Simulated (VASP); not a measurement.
Set up this calculation in VASP 6.6.1, as the native input.

```
Task                   : single point
Functional             : revPBE
Potentials or basis    : VASP PAW PBE potentials, release 64 (Pd)
Cutoff                 : 520 eV
k mesh                 : 15 × 15 × 8
Occupations            : fermi-dirac, width 0.05 eV
Spin                   : collinear spin
Starting moments       : [0.36, 0.36] μB
Dipole correction      : no
Further INCAR settings : ALGO = Normal; EDIFF = 1e-07; NBANDS = 21
```

The structure of Pd lies in POSCAR:

```
Pd
1.0
    2.8305836777      0.0000000000      0.0000000000
   -1.4152918388      2.4513573724      0.0000000000
    0.0000000000      0.0000000000      4.7219254973
Pd
2
Direct
    0.3333333333      0.6666666667      0.2500000000
    0.6666666667      0.3333333333      0.7500000000
```

This isn't the form of Pd at room conditions, which is fcc.

These files were run (other wordings do the same):

INCAR

```
ALGO     = Normal         # electronic algorithm
EDIFF    = 1E-7           # SCF threshold, eV
ENCUT    = 520            # plane-wave cutoff, eV
GGA      = RE             # functional
ISIF     = 2              # what is computed and relaxed
ISMEAR   = -1             # smearing method
ISPIN    = 2              # spin polarisation
LASPH    = True           # aspherical terms in the spheres
LCHARG   = False          # write CHGCAR
LMAXMIX  = 4              # l up to which the mixer works
LORBIT   = 11             # projections on sites
LREAL    = False          # projectors in reciprocal space
LWAVE    = False          # write WAVECAR
MAGMOM   = 0.36 0.36      # initial moments
NBANDS   = 21             # bands
NELM     = 150            # most SCF steps
PREC     = Accurate       # precision mode
SIGMA    = 0.05           # smearing width, eV
```

KPOINTS

```
k-points
0
Gamma
  15 15 8
```

Potentials or basis: VASP PAW PBE potentials, release 64 (Pd).

The run is started by

```console
$ cat potpaw_PBE.64/Pd/POTCAR > POTCAR
$ mpirun -np 1 vasp_std > vasp.out
```

It gave:

```json
{
 "Pressure": "-5.5 GPa",
 "Net moment": "0.75 μB per cell",
 "Site moments": "Pd +0.38 μB",
 "Valence electrons inside the program's atomic spheres": "Pd 9.25"
}
```

Caveat: the cell stands under tension; the PAW data sets were made with another functional, which shifts forces and pressure a little.

It took 3.5 min on 1 thread of Intel Xeon 8259CL (shared host), peak memory 0.26 GiB.
